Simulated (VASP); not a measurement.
# TiSi3O8 (Pmm2) in VASP: single point with r2SCAN

Aim: the single point of TiSi3O8 with r2SCAN.

All numbers are computed with VASP 6.6.1; they aren't measurements. Logs are shortened: lines on timing, memory, paths and dates and some standing lists are left out, and cuts for length are marked.

## Step 1: The cell of the first run

It takes space group Pmm2 (No. 25, orthorhombic). The conventional cell has a = 2.886 Å, b = 6.262 Å, c = 6.870 Å, α = 90.00°, β = 90.00°, γ = 90.00°. Within 2.4 Å of Ti (site symmetry mm2) lie 6 O at 1.80 to 2.30 Å. Si (site symmetry m) has 4 O at 1.62 to 1.79 Å within 2.2 Å. Si (site symmetry mm2) has 4 O at 1.63 to 1.66 Å within 2.2 Å. Within 2.4 Å of O (site symmetry mm2) lie 2 Si at 1.79 Å and 2 Ti at 2.30 Å. O (site symmetry mm2) has 2 Ti at 1.80 Å within 2.4 Å. Within 2.2 Å of O (site symmetry m) lie 2 Si at 1.64 Å. O (site symmetry m) has 1 Si at 1.63 Å and 1 Ti at 1.88 Å within 2.2 Å. O (site symmetry mm2) has 2 Si at 1.62 Å within 2.2 Å.

## Step 2: Single point, r2SCAN

POSCAR

```
TiSi3O8
1.0
    2.8858651047      0.0000000000      0.0000000000
    0.0000000000      6.2618393656      0.0000000000
    0.0000000000      0.0000000000      6.8695761420
Ti Si O
1 3 8
Direct
    0.0000000000      0.0000000000     -0.0710960430
    0.5000000000      0.2483026774      0.5387292351
    0.0000000000      0.5000000000     -0.0144922472
    0.5000000000      0.7516973226      0.5387292351
    0.5000000000      0.0000000000      0.6681796516
    0.5000000000      0.0000000000      0.0845401656
    0.0000000000      0.2187731501      0.4279869093
    0.0000000000      0.2871967400      0.8500570385
    0.5000000000      0.5000000000      0.5946252778
    0.5000000000      0.5000000000      0.1046968294
    0.0000000000      0.7812268499      0.4279869093
    0.0000000000      0.7128032600      0.8500570385
```

INCAR.step1

```
SYSTEM = TiSi3O8
ALGO = Normal
EDIFF = 1E-4
ENCUT = 520
GGA = PE
ISMEAR = 0
LASPH = .True.
LCHARG = .False.
LREAL = .False.
LWAVE = .True.
NBANDS = 48
NELM = 80
PREC = Accurate
SIGMA = 0.01
```

INCAR.step2

```
SYSTEM = TiSi3O8
ALGO = Normal
EDIFF = 1E-6
ENCUT = 520
ISIF = 2
ISMEAR = 0
ISTART = 1
LASPH = .True.
LCHARG = .True.
LELF = .True.
LMIXTAU = .True.
LREAL = .False.
LVHAR = .True.
LWAVE = .False.
METAGGA = R2SCAN
NBANDS = 48
NELM = 80
PREC = Accurate
SIGMA = 0.01
```

KPOINTS

```
k-points
0
Gamma
  8 4 4
  0 0 0
```

Potentials or basis: VASP PAW PBE potentials, release 64 (Ti_sv, Si, O).

Run with:

```console
$ cat potpaw_PBE.64/Ti_sv/POTCAR potpaw_PBE.64/Si/POTCAR potpaw_PBE.64/O/POTCAR > POTCAR
$ cp INCAR.step1 INCAR
$ mpirun -np 1 vasp_std > vasp.out
$ cp INCAR.step2 INCAR
$ mpirun -np 1 vasp_std > vasp.out
```

OUTCAR:

```text
SYSTEM = TiSi3O8
   EDIFF = 1E-6
   ENCUT = 520
   ISIF = 2
   ISMEAR = 0
   ISTART = 1
   LASPH = .True.
   LREAL = .False.
   METAGGA = R2SCAN
   NELM = 80
   PREC = Accurate

 ion  position               nearest neighbor table
   1  0.000  0.000  0.929-   6 1.80   6 1.80  12 1.88   8 1.88   5 2.30   5 2.30
   2  0.500  0.248  0.539-   9 1.62   7 1.64   7 1.64   5 1.79   4 3.11
   3  0.000  0.500  0.986-   8 1.63  12 1.63  10 1.66  10 1.66
   4  0.500  0.752  0.539-   9 1.62  11 1.64  11 1.64   5 1.79   2 3.11
   5  0.500  0.000  0.668-   2 1.79   4 1.79   1 2.30   1 2.30
   6  0.500  0.000  0.085-   1 1.80   1 1.80
   7  0.000  0.219  0.428-   2 1.64   2 1.64
   8  0.000  0.287  0.850-   3 1.63   1 1.88
   9  0.500  0.500  0.595-   2 1.62   4 1.62
  10  0.500  0.500  0.105-   3 1.66   3 1.66
  11  0.000  0.781  0.428-   4 1.64   4 1.64
  12  0.000  0.713  0.850-   3 1.63   1 1.88

  LATTYP: Found a simple orthorhombic cell.
 ALAT       =     2.8858651047
 B/A-ratio  =     2.1698309306
 C/A-ratio  =     2.3804217774

  Lattice vectors:

 A1 = (   2.8858651047,   0.0000000000,   0.0000000000)
 A2 = (   0.0000000000,   6.2618393656,   0.0000000000)
 A3 = (   0.0000000000,   0.0000000000,   6.8695761420)

Analysis of symmetry for initial positions (statically):
=====================================================================
 Subroutine PRICEL returns:
 Original cell was already a primitive cell.

 Routine SETGRP: Setting up the symmetry group for a
 simple orthorhombic supercell.

 Subroutine GETGRP returns: Found  4 space group operations
 (whereof  4 operations were pure point group operations)
 out of a pool of  8 trial point group operations.

The static configuration has the point symmetry C_2v.

Analysis of symmetry for dynamics (positions and initial velocities):
=====================================================================
 Subroutine PRICEL returns:
 Original cell was already a primitive cell.

 Routine SETGRP: Setting up the symmetry group for a
 simple orthorhombic supercell.

 Subroutine GETGRP returns: Found  4 space group operations
 (whereof  4 operations were pure point group operations)
 out of a pool of  8 trial point group operations.

The dynamic configuration has the point symmetry C_2v.

 Subroutine INISYM returns: Found  4 space group operations
 (whereof  4 operations are pure point group operations),
 and found     1 'primitive' translations

----------------------------------------------------------------------------------------

                                     Primitive cell

  volume of cell :     124.1389

  direct lattice vectors                    reciprocal lattice vectors
     2.885865105  0.000000000  0.000000000     0.346516543  0.000000000  0.000000000
     0.000000000  6.261839366  0.000000000     0.000000000  0.159697485  0.000000000
     0.000000000  0.000000000  6.869576142     0.000000000  0.000000000  0.145569389

  length of vectors
     2.885865105  6.261839366  6.869576142     0.346516543  0.159697485  0.145569389

  position of ions in fractional coordinates (direct lattice)
     0.000000000  0.000000000  0.928903957
     0.500000000  0.248302677  0.538729235
     0.000000000  0.500000000  0.985507753
     0.500000000  0.751697323  0.538729235
     0.500000000  0.000000000  0.668179652
     0.500000000  0.000000000  0.084540166
     0.000000000  0.218773150  0.427986909
     0.000000000  0.287196740  0.850057038
     0.500000000  0.500000000  0.594625278
     0.500000000  0.500000000  0.104696829
     0.000000000  0.781226850  0.427986909
     0.000000000  0.712803260  0.850057038

  ion indices of the primitive-cell ions
   primitive index   ion index
                 1           1
                 2           2
                 3           3
                 4           4
                 5           5
                 6           6
                 7           7
                 8           8
                 9           9
                10          10
                11          11
                12          12

----------------------------------------------------------------------------------------

 KPOINTS: k-points

Automatic generation of k-mesh.
 Grid dimensions read from file:
 generate k-points for:    8    4    4

 Generating k-lattice:

  Cartesian coordinates                     Fractional coordinates (reciprocal lattice)
     0.043314568  0.000000000  0.000000000     0.125000000  0.000000000  0.000000000
     0.000000000  0.039924371  0.000000000     0.000000000  0.250000000  0.000000000
     0.000000000  0.000000000  0.036392347     0.000000000  0.000000000  0.250000000

  Length of vectors
     0.043314568  0.039924371  0.036392347

  Shift w.r.t. Gamma in fractional coordinates (k-lattice)
     0.000000000  0.000000000  0.000000000

 Subroutine IBZKPT returns following result:
 ===========================================

 Found     45 irreducible k-points:

 Following reciprocal coordinates:
            Coordinates               Weight
  0.000000  0.000000  0.000000      1.000000
  0.125000  0.000000  0.000000      2.000000
  0.250000  0.000000  0.000000      2.000000
  0.375000  0.000000  0.000000      2.000000
  0.500000  0.000000  0.000000      1.000000
  0.000000  0.250000  0.000000      2.000000
[... 16 lines left out ...]
  0.250000  0.250000  0.250000      8.000000
  0.375000  0.250000  0.250000      8.000000
 [... further k-points ...]
   k-points           NKPTS =     45   k-points in BZ     NKDIM =     45   number of bands    NBANDS=     48
   number of dos      NEDOS =    301   number of ions     NIONS =     12
   total plane-waves  NPLWV =  62208
   dimension x,y,z NGX =    24 NGY =   48 NGZ =   54
   dimension x,y,z NGXF=    48 NGYF=   96 NGZF=  108
   ions per type =               1   3   8
   NGX,Y,Z   is equivalent  to a cutoff of  13.83, 12.74, 13.07 a.u.
   NGXF,Y,Z  is equivalent  to a cutoff of  27.65, 25.49, 26.14 a.u.
 SYSTEM =  TiSi3O8
   PREC   = accura    normal or accurate (medium, high low for compatibility)
   ISTART =      1    job   : 0-new  1-cont  2-samecut
   ICHARG =      0    charge: 1-file 2-atom 10-const
   ISPIN  =      1    spin polarized calculation?
   LNONCOLLINEAR =      F non collinear calculations
   LSORBIT =      F    spin-orbit coupling
   LASPH  =      T    aspherical Exc in radial PAW
   ENCUT  =  520.0 eV  38.22 Ry    6.18 a.u.   5.37 11.64 12.77*2*pi/ulx,y,z
   NELM   =     80;   NELMIN=  2; NELMDL=  0     # of ELM steps
   EDIFF  = 0.1E-05   stopping-criterion for ELM
   LREAL  =      F    real-space projection
   EDIFFG = 0.1E-04   stopping-criterion for IOM
   NSW    =      0    number of steps for IOM
   IBRION =     -1    ionic relax: 0-MD 1-quasi-New 2-CG
   NFREE  =      0    steps in history (QN), initial steepest desc. (CG)
   ISIF   =      2    stress and relaxation
   ISYM   =      2    0-nonsym 1-usesym 2-fastsym
   POTIM  = 0.5000    time-step for ionic-motion
   TEBEG  =    0.0;   TEEND  =   0.0 temperature during run
   PSTRESS=    0.0 pullay stress
   NELECT =      72.0000    total number of electrons
   NUPDOWN=      -1.0000    fix difference up-down
   EMIN   =  10.00;   EMAX   =-10.00  energy-range for DOS
   EFERMI =   0.00;   METHOD = LEGACY
   ISMEAR =     0;   SIGMA  =   0.01  broadening in eV -4-tet -1-fermi 0-gaus
   EFERMI_NEDOS =   21; number of points for ismear=-14 and -15
   IALGO  =     38    algorithm
   IMIX   =      4    mixing-type and parameters
     AMIX     =   0.40;   BMIX     =  1.00
     AMIX_MAG =   1.60;   BMIX_MAG =  1.00
  volume/ion in A,a.u.               =      10.34        69.81
  Fermi-wavevector in a.u.,A,eV,Ry     =   1.365263  2.579973 25.360490  1.863943
  Thomas-Fermi vector in A             =   2.491507
   LORBIT       =      0    0 simple, 1 ext, 2 COOP (PROOUT), +10 PAW based schemes
   METAGGA = R2SCAN    functional components
   LHFCALC =     F    Hartree Fock is set to
   AEXX    =    0.0000 exact exchange contribution
   IVDW    =     0    specifies the selected vdW correction
   LEPSILON=     F    determine dielectric tensor
   LRPA    =     F    only Hartree local field effects (RPA)
 non-spin polarized calculation
 Gauss-broadening in eV      SIGMA  =   0.01
  energy-cutoff  :      520.00
  volume of cell :      124.14
 maximum number of plane-waves:      3368
 NGX is ok and might be reduce to    24
   NGX = 11   NGY = 23   NGZ = 25

 number of electron      72.0000015 magnetization

 Free energy of the ion-electron system (eV)
  ---------------------------------------------------
  ext. energy  EPLUGINS =         0.00000000
  ---------------------------------------------------
  free energy    TOTEN  =      -120.76768093 eV

  energy without entropy =     -120.76768093  energy(sigma->0) =     -120.76768093

 E-fermi :   3.8455     XC(G=0): -11.2921

 val. band max:        3.6287667540   @ k =   0.3750   0.5000   0.0000
 cond. band min:       7.3938734348   @ k =   0.3750   0.5000   0.0000
 fundamental gap:      3.7651066807
 Fermi energy:         3.8455112179

 k-point     1 :       0.0000    0.0000    0.0000
  band No.  band energies     occupation
      1     -54.6393      2.00000
      2     -29.9768      2.00000
      3     -29.8924      2.00000
      4     -29.6827      2.00000
      5     -17.6369      2.00000
      6     -16.6874      2.00000
[... 40 lines left out ...]
     47      13.8837      0.00000
     48      14.9470      0.00000

 k-point     2 :       0.1250    0.0000    0.0000
  band No.  band energies     occupation
      1     -54.6308      2.00000
      2     -29.9719      2.00000
      3     -29.8853      2.00000
      4     -29.7649      2.00000
      5     -17.4921      2.00000
      6     -16.5661      2.00000
[... 1114 lines left out ...]
 k-point    24 :       0.3750    0.2500    0.2500
  band No.  band energies     occupation
      1     -54.5897      2.00000
      2     -30.2393      2.00000
      3     -29.8518      2.00000
      4     -29.8512      2.00000
      5     -16.4164      2.00000
      6     -15.8550      2.00000
[... 40 lines left out ...]
     47      14.5036      0.00000
     48      14.8381      0.00000

 [... further k-points ...]

------------------------ aborting loop because EDIFF is reached ----------------------------------------

  FORCE on cell =-STRESS in cart. coord.  units (eV):
  Direction    XX          YY          ZZ          XY          YZ          ZX
  --------------------------------------------------------------------------------------
  -------------------------------------------------------------------------------------
  Total        0.7385682      0.5573643      0.1072513      0.0000000      0.0000000      0.0000000
  in kB        9.5322034      7.1935257      1.3842206      0.0000000      0.0000000      0.0000000
  external PRESSURE =       6.0366499 kB  Pullay stress =       0.0000000 kB

 VOLUME and BASIS-vectors are now :
 -----------------------------------------------------------------------------
  energy-cutoff  :      520.00
  volume of cell :      124.14
      direct lattice vectors                 reciprocal lattice vectors
     2.885865105  0.000000000  0.000000000     0.346516543  0.000000000  0.000000000
     0.000000000  6.261839366  0.000000000     0.000000000  0.159697485  0.000000000
     0.000000000  0.000000000  6.869576142     0.000000000  0.000000000  0.145569389

 POSITION                                       TOTAL-FORCE (eV/Angst)
 -----------------------------------------------------------------------------------
      0.00000      0.00000      6.38118         0.000000      0.000000     -0.150853
      1.44293      1.55483      3.70084         0.000000     -0.008411     -0.007600
      0.00000      3.13092      6.77002         0.000000      0.000000      0.052743
      1.44293      4.70701      3.70084         0.000000      0.008411     -0.007600
      1.44293      0.00000      4.59011         0.000000      0.000000      0.023666
      1.44293      0.00000      0.58076         0.000000      0.000000      0.182621
      0.00000      1.36992      2.94009         0.000000     -0.013165     -0.016170
      0.00000      1.79838      5.83953         0.000000      0.021804     -0.049495
      1.44293      3.13092      4.08482         0.000000      0.000000      0.021129
      1.44293      3.13092      0.71922         0.000000      0.000000      0.017224
      0.00000      4.89192      2.94009         0.000000      0.013165     -0.016170
      0.00000      4.46346      5.83953         0.000000     -0.021804     -0.049495
 -----------------------------------------------------------------------------------
    total drift:                                0.000000      0.000000      0.002392

  FREE ENERGIE OF THE ION-ELECTRON SYSTEM (eV)
  ---------------------------------------------------
  free  energy   TOTEN  =      -120.7676809267 eV

  energy  without entropy=     -120.7676809267  energy(sigma->0) =     -120.76768093
```

Run time: 27 min. Hardware: 1 thread of Oxide Virtual Turin-like, shared host; peak memory 0.36 GiB.

What came out:

```
Free energy            : -120.7677 eV
Pressure               : 0.6 GPa
Largest force          : 0.183 eV/Å
Band gap on the k mesh : 3.77 eV
```

Forces in eV/Å, atoms in the order of the input:
```
Ti   0.000  0.000 -0.151
Si   0.000 -0.008 -0.008
Si   0.000  0.000  0.053
Si   0.000  0.008 -0.008
O    0.000  0.000  0.024
O    0.000  0.000  0.183
O    0.000 -0.013 -0.016
O    0.000  0.022 -0.049
O    0.000  0.000  0.021
O    0.000  0.000  0.017
O    0.000  0.013 -0.016
O    0.000 -0.022 -0.049
```

Caveat: the PAW data sets were made with another functional, which shifts forces and pressure a little.
